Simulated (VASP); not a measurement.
A run of VASP 6.6.1 is set up as follows.

Contents of INCAR:

```
PREC = Accurate
ENCUT = 520
EDIFF = 1E-6
ISMEAR = 0
SIGMA = 0.05
LREAL = Auto
LASPH = T
NELM = 80
ALGO = Normal
ISIF = 2
LWAVE = F
LCHARG = F
LDIPOL = T
IDIPOL = 3
DIPOL = 0.5 0.5 0.345
NBANDS = 84
```

KPOINTS

```
Automatic mesh
0
Gamma
  5 5 1
```

The input POSCAR:

```
H2C7
1.0
    4.9946309939      0.0000000000      0.0000000000
    0.0000000000      4.9946309939      0.0000000000
    0.0000000000      0.0000000000     18.8000119722
C H
28 8
Direct
    0.5000000000      0.5000000000      0.2474682362
    0.5000000000      0.0000000000      0.2474682362
    0.0000000000      0.5000000000      0.2474682362
    0.0000000000      0.0000000000      0.2474682362
    0.7500000000      0.5000000000      0.2944328000
    0.7500000000      0.0000000000      0.2944328000
    0.2500000000      0.5000000000      0.2944328000
    0.2500000000      0.0000000000      0.2944328000
    0.7500000000      0.7500000000      0.3413973638
    0.7500000000      0.2500000000      0.3413973638
    0.2500000000      0.7500000000      0.3413973638
    0.2500000000      0.2500000000      0.3413973638
   -0.0025016531      0.7500000000      0.3903671470
   -0.0018445747      0.2500000000      0.3906272593
    0.5007867895      0.7500000000      0.3826520551
    0.5013606233      0.2500000000      0.3829096814
   -0.0033136301     -0.0011753201      0.4391135818
   -0.0033136301      0.5011753201      0.4391135818
    0.5031286668     -0.0022655381      0.4253429832
    0.5031286668      0.5022655381      0.4253429832
    0.2632935426     -0.0027097386      0.4784961644
    0.2632935426      0.5027097386      0.4784961644
    0.7302482799     -0.0006500159      0.4814835113
    0.7302482799      0.5006500159      0.4814835113
    0.3638073530      0.2500000000      0.5051379232
    0.3617293437      0.7500000000      0.5129038757
    0.6339630541      0.2500000000      0.5165527111
    0.6348244192      0.7500000000      0.5176245099
    0.5000000000      0.6422371450      0.2068557463
    0.5000000000      0.3577628550      0.2068557463
    0.5000000000      0.1422371450      0.2068557463
    0.5000000000     -0.1422371450      0.2068557463
    0.0000000000      0.3578221913      0.2067996000
    0.0000000000      0.6421778087      0.2067996000
    0.0000000000     -0.1421778087      0.2067996000
    0.0000000000      0.1421778087      0.2067996000
```

Potentials or basis: VASP PAW LDA potentials, release 64 (C, H).

The run is started by

```sh
$ cat potpaw_LDA.64/C/POTCAR potpaw_LDA.64/H/POTCAR > POTCAR
$ mpirun -np 1 vasp_std > vasp.out
```

Question: Estimate the band gap on the k mesh.

Answer: 1.21 eV.

Question: Estimate the largest force.

Answer: 4.411 eV/Å.

Forces in eV/Å, atoms in the order of the input:
```
C    0.012 -0.005  1.993
C    0.012  0.005  1.993
C   -0.012 -0.004  1.809
C   -0.012  0.004  1.809
C    0.711  0.000 -2.134
C    0.711  0.000 -2.134
C   -0.708  0.002 -2.047
C   -0.708 -0.002 -2.047
C    1.012  0.000 -1.584
C    1.025  0.000 -1.429
C   -1.093  0.000 -1.241
C   -0.958  0.000 -1.065
C    0.001  0.000 -0.002
C   -0.002  0.000  0.002
C    0.005  0.000 -0.001
C    0.002  0.000 -0.004
C   -0.004 -0.005  0.018
C   -0.004  0.005  0.018
C   -0.002 -0.001 -0.007
C   -0.002  0.001 -0.007
C   -0.044 -0.004  0.012
C   -0.044  0.004  0.012
C    0.057 -0.003  0.008
C    0.057  0.003  0.008
C   -0.041  0.000  4.411
C   -0.056  0.000  1.755
C    0.041  0.000  0.080
C    0.045  0.000  0.061
H   -0.002  0.031 -0.033
H   -0.003 -0.031 -0.034
H   -0.003  0.031 -0.034
H   -0.002 -0.031 -0.033
H    0.001 -0.034 -0.039
H    0.003  0.035 -0.038
H    0.003 -0.035 -0.038
H    0.001  0.034 -0.039
```
